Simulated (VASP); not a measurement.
# HfO2 (P1) in VASP: notebook

HfO2 is run at these levels: LDA; tasks: single point.

Program: VASP 6.6.1. These are calculated values, not measurements. Logs are shortened: lines on timing, memory, paths and dates and some standing lists are left out, and cuts for length are marked.

### Step 1. The cell of the first run

The typed cell holds 6 atoms: a = 4.838 Å, b = 4.751 Å, c = 3.193 Å, α = 91.56°, β = 92.59°, γ = 89.51°.

### Step 2. Single point, LDA

Contents of INCAR:

```
SYSTEM = HfO2
ALGO = Normal
EDIFF = 1E-6
ENCUT = 600
GGA_COMPAT = .FALSE.
ISIF = 2
ISMEAR = 0
LASPH = .TRUE.
LCHARG = .FALSE.
LREAL = .FALSE.
LWAVE = .FALSE.
NBANDS = 31
NELM = 120
PREC = Accurate
SIGMA = 0.01
```

Contents of KPOINTS:

```
Automatic mesh
0
Gamma
  2 2 2
  0.5 0.5 0.5
```

Contents of POSCAR:

```
HfO2
1.0
    4.8370700000      0.0197800000     -0.1086100000
    0.0197800000      4.7504400000     -0.0646700000
   -0.0723200000     -0.0430600000      3.1917900000
Hf O
2 4
Direct
    0.9861100000      0.9934300000      0.9634100000
    0.5062900000      0.4914100000      0.4813400000
    0.1954300000      0.8277800000      0.4823800000
    0.3056500000      0.3018200000      0.9958500000
    0.6954200000      0.6956600000      0.0062500000
    0.8026700000      0.1886300000      0.4753400000
```

Potentials or basis: VASP PAW LDA potentials, release 64 (Hf_pv, O).

The run is started by

```bash
$ cat potpaw_LDA.64/Hf_pv/POTCAR potpaw_LDA.64/O/POTCAR > POTCAR
$ mpirun -np 1 vasp_std > vasp.out
```

OUTCAR:

```text
SYSTEM = HfO2
   EDIFF = 1E-6
   ENCUT = 600
   ISIF = 2
   ISMEAR = 0
   LASPH = .TRUE.
   LREAL = .FALSE.
   NELM = 120
   PREC = Accurate

 ion  position               nearest neighbor table
   1  0.986  0.993  0.963-   6 2.00   5 2.01   3 2.02   3 2.07   6 2.09   4 2.14   2 3.61   2 3.62
                             2 3.71   2 3.77   2 3.80   2 3.80   2 3.81   2 3.87
   2  0.506  0.491  0.481-   4 1.99   6 2.02   5 2.07   5 2.09   4 2.17   3 2.19   1 3.61   1 3.62
                             1 3.71   1 3.77   1 3.80   1 3.80   1 3.81   1 3.87
   3  0.195  0.828  0.482-   1 2.02   1 2.07   2 2.19
   4  0.306  0.302  0.996-   2 1.99   1 2.14   2 2.17
   5  0.695  0.696  0.006-   1 2.01   2 2.07   2 2.09
   6  0.803  0.189  0.475-   1 2.00   2 2.02   1 2.09

  LATTYP: Found a triclinic cell.
 ALAT       =     3.1928995835
 B/A-ratio  =     1.5153403667
 C/A-ratio  =     1.4879645361
 COS(alpha) =     0.0085556546
 COS(beta)  =     0.0271864761
 COS(gamma) =     0.0451395242

  Lattice vectors:

 A1 = (  -0.0723200000,  -0.0430600000,   3.1917900000)
 A2 = (  -4.8370700000,  -0.0197800000,   0.1086100000)
 A3 = (  -0.0197800000,  -4.7504400000,   0.0646700000)

Analysis of symmetry for initial positions (statically):
=====================================================================
 Subroutine PRICEL returns:
 Original cell was already a primitive cell.

 Routine SETGRP: Setting up the symmetry group for a
 triclinic supercell.

 Subroutine GETGRP returns: Found  1 space group operations
 (whereof  1 operations were pure point group operations)
 out of a pool of  2 trial point group operations.

The static configuration has the point symmetry C_1 .

Analysis of symmetry for dynamics (positions and initial velocities):
=====================================================================
 Subroutine PRICEL returns:
 Original cell was already a primitive cell.

 Routine SETGRP: Setting up the symmetry group for a
 triclinic supercell.

 Subroutine GETGRP returns: Found  1 space group operations
 (whereof  1 operations were pure point group operations)
 out of a pool of  2 trial point group operations.

The dynamic configuration has the point symmetry C_1 .

 Subroutine INISYM returns: Found  1 space group operations
 (whereof  1 operations are pure point group operations),
 and found     1 'primitive' translations

----------------------------------------------------------------------------------------

                                     Primitive cell

  volume of cell :      73.2898

  direct lattice vectors                    reciprocal lattice vectors
     4.837070000  0.019780000 -0.108610000     0.206844977 -0.000797610  0.004675960
     0.019780000  4.750440000 -0.064670000    -0.000797613  0.210548560  0.002822409
    -0.072320000 -0.043060000  3.191790000     0.007022345  0.004238859  0.313520119

  length of vectors
     4.838329626  4.750921348  3.192899583     0.206899360  0.210568987  0.313627401

  position of ions in fractional coordinates (direct lattice)
     0.986110000  0.993430000  0.963410000
     0.506290000  0.491410000  0.481340000
     0.195430000  0.827780000  0.482380000
     0.305650000  0.301820000  0.995850000
     0.695420000  0.695660000  0.006250000
     0.802670000  0.188630000  0.475340000

  ion indices of the primitive-cell ions
   primitive index   ion index
                 1           1
                 2           2
                 3           3
                 4           4
                 5           5
                 6           6

----------------------------------------------------------------------------------------

 KPOINTS: Automatic mesh

Automatic generation of k-mesh.
 Grid dimensions read from file:
 generate k-points for:    2    2    2

 Generating k-lattice:

  Cartesian coordinates                     Fractional coordinates (reciprocal lattice)
     0.103422488 -0.000398805  0.002337980     0.500000000 -0.000000000  0.000000000
    -0.000398806  0.105274280  0.001411205     0.000000000  0.500000000  0.000000000
     0.003511173  0.002119429  0.156760060     0.000000000  0.000000000  0.500000000

  Length of vectors
     0.103449680  0.105284494  0.156813700

  Shift w.r.t. Gamma in fractional coordinates (k-lattice)
     0.500000000  0.500000000  0.500000000

 Subroutine IBZKPT returns following result:
 ===========================================

 Found      4 irreducible k-points:

 Following reciprocal coordinates:
            Coordinates               Weight
  0.250000  0.250000  0.250000      2.000000
 -0.250000  0.250000  0.250000      2.000000
  0.250000 -0.250000  0.250000      2.000000
 -0.250000 -0.250000  0.250000      2.000000
   k-points           NKPTS =      4   k-points in BZ     NKDIM =      4   number of bands    NBANDS=     31
   number of dos      NEDOS =    301   number of ions     NIONS =      6
   total plane-waves  NPLWV =  44800
   dimension x,y,z NGX =    40 NGY =   40 NGZ =   28
   dimension x,y,z NGXF=    80 NGYF=   80 NGZF=   56
   ions per type =               2   4
   NGX,Y,Z   is equivalent  to a cutoff of  13.74, 14.00, 14.58 a.u.
   NGXF,Y,Z  is equivalent  to a cutoff of  27.49, 27.99, 29.16 a.u.
 SYSTEM =  HfO2
   PREC   = accura    normal or accurate (medium, high low for compatibility)
   ISTART =      0    job   : 0-new  1-cont  2-samecut
   ICHARG =      2    charge: 1-file 2-atom 10-const
   ISPIN  =      1    spin polarized calculation?
   LNONCOLLINEAR =      F non collinear calculations
   LSORBIT =      F    spin-orbit coupling
   LASPH  =      T    aspherical Exc in radial PAW
   ENCUT  =  600.0 eV  44.10 Ry    6.64 a.u.   9.66  9.49  6.38*2*pi/ulx,y,z
   NELM   =    120;   NELMIN=  2; NELMDL= -5     # of ELM steps
   EDIFF  = 0.1E-05   stopping-criterion for ELM
   LREAL  =      F    real-space projection
   EDIFFG = 0.1E-04   stopping-criterion for IOM
   NSW    =      0    number of steps for IOM
   IBRION =     -1    ionic relax: 0-MD 1-quasi-New 2-CG
   NFREE  =      0    steps in history (QN), initial steepest desc. (CG)
   ISIF   =      2    stress and relaxation
   ISYM   =      2    0-nonsym 1-usesym 2-fastsym
   POTIM  = 0.5000    time-step for ionic-motion
   TEBEG  =    0.0;   TEEND  =   0.0 temperature during run
   PSTRESS=    0.0 pullay stress
   NELECT =      44.0000    total number of electrons
   NUPDOWN=      -1.0000    fix difference up-down
   EMIN   =  10.00;   EMAX   =-10.00  energy-range for DOS
   EFERMI =   0.00;   METHOD = LEGACY
   ISMEAR =     0;   SIGMA  =   0.01  broadening in eV -4-tet -1-fermi 0-gaus
   EFERMI_NEDOS =   21; number of points for ismear=-14 and -15
   IALGO  =     38    algorithm
   IMIX   =      4    mixing-type and parameters
     AMIX     =   0.40;   BMIX     =  1.00
     AMIX_MAG =   1.60;   BMIX_MAG =  1.00
  volume/ion in A,a.u.               =      12.21        82.43
  Fermi-wavevector in a.u.,A,eV,Ry     =   1.381056  2.609817 25.950601  1.907315
  Thomas-Fermi vector in A             =   2.505876
   LORBIT       =      0    0 simple, 1 ext, 2 COOP (PROOUT), +10 PAW based schemes
   GGA     = CA    functional components
   LHFCALC =     F    Hartree Fock is set to
   AEXX    =    0.0000 exact exchange contribution
   IVDW    =     0    specifies the selected vdW correction
   LEPSILON=     F    determine dielectric tensor
   LRPA    =     F    only Hartree local field effects (RPA)
 non-spin polarized calculation
 Gauss-broadening in eV      SIGMA  =   0.01
  energy-cutoff  :      600.00
  volume of cell :       73.29
 maximum number of plane-waves:      2456
 NGX is ok and might be reduce to    40
   NGX = 19   NGY = 19   NGZ = 13

 number of electron      44.0000003 magnetization

 Free energy of the ion-electron system (eV)
  ---------------------------------------------------
  ext. energy  EPLUGINS =         0.00000000
  ---------------------------------------------------
  free energy    TOTEN  =       -66.00059683 eV

  energy without entropy =      -66.00059683  energy(sigma->0) =      -66.00059683

 E-fermi :   1.8532     XC(G=0): -11.5540

 val. band max:        1.7847189961   @ k =  -0.2500  -0.2500   0.2500
 cond. band min:       6.7843765365   @ k =   0.2500   0.2500   0.2500
 fundamental gap:      4.9996575404
 Fermi energy:         1.8532307565

 k-point     1 :       0.2500    0.2500    0.2500
  band No.  band energies     occupation
      1     -26.9377      2.00000
      2     -26.8551      2.00000
      3     -26.8095      2.00000
      4     -26.6905      2.00000
      5     -26.5520      2.00000
      6     -26.5275      2.00000
      7     -14.3533      2.00000
      8     -14.0597      2.00000
      9     -13.6225      2.00000
     10     -13.4326      2.00000
     11      -2.4392      2.00000
     12      -1.8367      2.00000
     13      -1.7783      2.00000
     14      -1.4685      2.00000
     15      -1.0845      2.00000
     16      -0.6730      2.00000
     17      -0.2473      2.00000
     18       0.3682      2.00000
     19       0.6464      2.00000
     20       1.0631      2.00000
     21       1.1862      2.00000
     22       1.6013      2.00000
     23       6.7844      0.00000
     24       7.3217      0.00000
     25       7.7665      0.00000
     26       8.1754      0.00000
     27       8.4363      0.00000
     28       9.0211      0.00000
     29      10.1771      0.00000
     30      11.6611      0.00000
     31      12.3495      0.00000

 k-point     2 :      -0.2500    0.2500    0.2500
  band No.  band energies     occupation
      1     -26.9216      2.00000
      2     -26.8621      2.00000
      3     -26.8399      2.00000
      4     -26.6369      2.00000
      5     -26.5881      2.00000
      6     -26.5233      2.00000
      7     -14.3768      2.00000
      8     -14.0471      2.00000
      9     -13.5857      2.00000
     10     -13.4625      2.00000
     11      -2.3787      2.00000
     12      -1.9351      2.00000
     13      -1.7050      2.00000
     14      -1.3406      2.00000
     15      -1.2230      2.00000
     16      -0.7087      2.00000
     17      -0.3375      2.00000
     18       0.3283      2.00000
     19       0.7081      2.00000
     20       1.0301      2.00000
     21       1.1832      2.00000
     22       1.7181      2.00000
     23       6.9067      0.00000
     24       7.3622      0.00000
     25       7.9032      0.00000
     26       8.1488      0.00000
     27       8.3370      0.00000
     28       9.0898      0.00000
     29      10.1372      0.00000
     30      11.7195      0.00000
     31      12.1023      0.00000

 k-point     3 :       0.2500   -0.2500    0.2500
  band No.  band energies     occupation
      1     -26.9203      2.00000
      2     -26.8647      2.00000
      3     -26.8402      2.00000
      4     -26.6363      2.00000
      5     -26.5875      2.00000
      6     -26.5230      2.00000
      7     -14.3713      2.00000
      8     -14.0478      2.00000
      9     -13.5951      2.00000
     10     -13.4572      2.00000
     11      -2.3946      2.00000
     12      -1.8940      2.00000
     13      -1.7210      2.00000
     14      -1.4051      2.00000
     15      -1.1382      2.00000
     16      -0.6888      2.00000
     17      -0.3216      2.00000
     18       0.3388      2.00000
     19       0.6354      2.00000
     20       1.0772      2.00000
     21       1.1456      2.00000
     22       1.6726      2.00000
     23       6.8811      0.00000
     24       7.3859      0.00000
     25       7.8177      0.00000
     26       8.1115      0.00000
     27       8.4449      0.00000
     28       8.9872      0.00000
     29      10.2736      0.00000
     30      11.6848      0.00000
     31      12.2631      0.00000

 k-point     4 :      -0.2500   -0.2500    0.2500
  band No.  band energies     occupation
      1     -26.9359      2.00000
      2     -26.8536      2.00000
      3     -26.8067      2.00000
      4     -26.6921      2.00000
      5     -26.5536      2.00000
      6     -26.5300      2.00000
      7     -14.4086      2.00000
      8     -14.0216      2.00000
      9     -13.5939      2.00000
     10     -13.4419      2.00000
     11      -2.4560      2.00000
     12      -1.9697      2.00000
     13      -1.7445      2.00000
     14      -1.4938      2.00000
     15      -1.0691      2.00000
     16      -0.7206      2.00000
     17      -0.2545      2.00000
     18       0.1788      2.00000
     19       0.7687      2.00000
     20       1.1442      2.00000
     21       1.2748      2.00000
     22       1.7847      2.00000
     23       6.9929      0.00000
     24       7.5089      0.00000
     25       7.7036      0.00000
     26       7.9368      0.00000
     27       8.5662      0.00000
     28       9.0446      0.00000
     29      10.0993      0.00000
     30      11.6466      0.00000
     31      12.3124      0.00000

------------------------ aborting loop because EDIFF is reached ----------------------------------------

  FORCE on cell =-STRESS in cart. coord.  units (eV):
  Direction    XX          YY          ZZ          XY          YZ          ZX
  --------------------------------------------------------------------------------------
  -------------------------------------------------------------------------------------
  Total       -1.3171071     -0.3059264     -1.0530390     -0.5137373      1.5034969      2.6182380
  in kB      -28.7930897     -6.6878126    -23.0203354    -11.2307387     32.8677302     57.2369268
  external PRESSURE =     -19.5004126 kB  Pullay stress =       0.0000000 kB

 VOLUME and BASIS-vectors are now :
 -----------------------------------------------------------------------------
  energy-cutoff  :      600.00
  volume of cell :       73.29
      direct lattice vectors                 reciprocal lattice vectors
     4.837070000  0.019780000 -0.108610000     0.206844977 -0.000797610  0.004675960
     0.019780000  4.750440000 -0.064670000    -0.000797613  0.210548560  0.002822409
    -0.072320000 -0.043060000  3.191790000     0.007022345  0.004238859  0.313520119

 POSITION                                       TOTAL-FORCE (eV/Angst)
 -----------------------------------------------------------------------------------
      4.71986      4.69725      2.90366         1.564663      0.331850      0.615572
      2.42387      2.32370      1.44957        -1.206232      0.634499      0.414215
      0.92680      3.91541      1.46490         0.372373     -1.154973     -0.037744
      1.41240      1.39694      3.12583         0.145887      0.511135     -0.794914
      3.37710      3.31818     -0.10057        -0.530287     -0.804517     -0.053494
      3.85193      0.89148      1.41781        -0.346404      0.482006     -0.143634
 -----------------------------------------------------------------------------------
    total drift:                               -0.000228     -0.000391      0.000167

  FREE ENERGIE OF THE ION-ELECTRON SYSTEM (eV)
  ---------------------------------------------------
  free  energy   TOTEN  =       -66.0005968349 eV

  energy  without entropy=      -66.0005968349  energy(sigma->0) =      -66.00059683
```

Wall time 8.8 s (1 thread of Intel Xeon 6975P-C, shared host); peak memory 0.17 GiB.

Results:

* Free energy: -66.0006 eV
* Pressure: -2.0 GPa
* Largest force: 1.714 eV/Å
* Band gap on the k mesh: 5.00 eV, indirect (least direct gap 5.18 eV)

Forces on the atoms (eV/Å):
```
Hf   1.565  0.332  0.616
Hf  -1.206  0.634  0.414
O    0.372 -1.155 -0.038
O    0.146  0.511 -0.795
O   -0.530 -0.805 -0.053
O   -0.346  0.482 -0.144
```

Stress tensor (GPa, compression positive):
```
-2.88 -1.12  5.72
-1.12 -0.67  3.29
 5.72  3.29 -2.30
```

Caveat: the k points lie up to 0.99 Å⁻¹ apart; spin-orbit coupling is left out, which moves the levels of the heavy elements; forces of over 1 eV/Å act on the atoms, so gaps and moduli don't describe the material at rest. As with any semilocal functional, this LDA gap is likely too small.

(Part 1 of 2 ends here.)
